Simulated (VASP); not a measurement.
Write the native input for VASP 6.6.1 that does the following.

- Task: single point
- Functional: PBE
- Potentials or basis: VASP PAW PBE potentials, release 64 (Ti_sv, H)
- Cutoff: 520 eV
- k mesh: 6 × 6 × 6
- Occupations: gaussian, width 0.1 eV
- Spin: collinear spin
- Starting moments: [1.0, 1.0, 1.0, 0.0, 0.0] μB
- Dipole correction: no
- Further INCAR settings: ALGO = Normal; EDIFF = 1e-07; NBANDS = 31

The structure of Ti3H2 lies in POSCAR:

```
Ti3H2
1.0
    1.4778923577      0.8532615505      7.2393109804
   -1.4778923577      0.8532615505      7.2393109804
    0.0000000000     -1.7065231011      7.2393109804
Ti H
3 2
Direct
    0.7795050305      0.7795050305      0.7795050305
    0.2204949695      0.2204949695      0.2204949695
    0.0000000000      0.0000000000      0.0000000000
    0.3873572762      0.3873572762      0.3873572762
    0.6126427238      0.6126427238      0.6126427238
```

One way to write it, as run:

INCAR

```
PREC = Accurate
ENCUT = 520
EDIFF = 1E-7
ISMEAR = 0
SIGMA = 0.1
LREAL = F
LASPH = T
NELM = 150
ALGO = Normal
ISIF = 2
LWAVE = F
LCHARG = F
ISPIN = 2
MAGMOM = 1 1 1 0 0
LORBIT = 11
LMAXMIX = 4
GGA = PE
NBANDS = 31
```

KPOINTS

```
regular mesh
0
Gamma
  6 6 6
```

Potentials or basis: VASP PAW PBE potentials, release 64 (Ti_sv, H).

The run is started by

```console
$ cat potpaw_PBE.64/Ti_sv/POTCAR potpaw_PBE.64/H/POTCAR > POTCAR
$ mpirun -np 1 vasp_std > vasp.out
```

Results of the run:

* Pressure: -0.6 GPa
* Largest force: 0.096 eV/Å
* Band gap on the k mesh: zero (filled and empty bands overlap)
* Net moment: 0.00 μB per cell
* Valence electrons inside the program's atomic spheres: Ti 10.25, 10.31 (each value once); H 0.55

Caveat: the k points lie up to 0.41 Å⁻¹ apart, too coarse for converged energies and pressures of a metal.

Run time: 7 min on 1 thread of Intel(R) Xeon(R) 6975P-C (Granite Rapids), on a shared host, peak memory 0.55 GiB.
